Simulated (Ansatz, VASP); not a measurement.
Two plane-wave programs on LiF

```xyz
6
Lattice="4.5507 0.0000 0.0000 -2.2754 3.9410 0.0000 0.0000 0.0000 2.6838" Properties=species:S:1:pos:R:3 pbc="T T T"
Li    1.4168    2.4539    0.0000
Li    1.7172    0.0000    0.8946
Li   -0.8586    1.4871    1.7892
F    -1.4168    2.4539    0.4473
F     0.8586    1.4871    1.3419
F     2.8335    0.0000    2.2365
```

Alike in both runs: task relaxation of cell and atoms; functional PBE; k mesh 6 × 6 × 6; occupations gaussian, width 0.1 eV; no spin polarisation.

|  | VASP | Ansatz |
| --- | --- | --- |
| version | VASP 6.6.1 | Ansatz 0.2.0 |
| potentials or method | VASP PAW PBE potentials, release 64 (Li_sv, F), cutoff 600 eV | scalar-relativistic, plane waves, PAW |
| valence electrons in the cell | 30 | 30 |

```csv
,VASP,Ansatz,Ansatz less VASP
"gap on the k mesh at the Fermi level, each at its own relaxed structure (eV)",7.52,7.57,+0.051
relaxed volume (Å³/atom),10.12,10.10,-0.017
relaxed length of the cell vector where the two differ most in proportion (Å),2.912,2.921,+0.0093
```

Noted on VASP's run: the cutoff is under 1.25 times that of the potentials, so the pressure is a little rough; the volume moved by over 15 % at a fixed basis, so the end points are rough.
